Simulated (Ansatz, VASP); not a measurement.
# Two plane-wave programs on Ta

```xyz
1
Lattice="-1.6265 1.6265 1.6265 1.6265 -1.6265 1.6265 1.6265 1.6265 -1.6265" Properties=species:S:1:pos:R:3 pbc="T T T"
Ta    0.0000    0.0000    0.0000
```

Alike in both runs: task single point; functional LDA; k mesh 18 × 18 × 18; occupations gaussian, width 0.05 eV; no spin polarisation.

|  | VASP | Ansatz |
| --- | --- | --- |
| version | VASP 6.6.1 | Ansatz 0.2.0 |
| potentials or method | VASP PAW LDA potentials, release 64 (Ta_pv), cutoff 520 eV | scalar-relativistic, plane waves, PAW |
| valence electrons in the cell | 11 | 13 |

Ansatz gave:

* pressure (GPa): 0.0

What did VASP give for the same quantities?

Pressure (GPa): 0.9.

LDA's correlation is that of Perdew and Zunger in VASP and of Perdew and Wang (1992) in Ansatz. VASP's potentials hold 11 valence electrons a cell and Ansatz's 13, so a difference there can come from the potentials and not from the codes.

Spin-orbit coupling is off throughout.
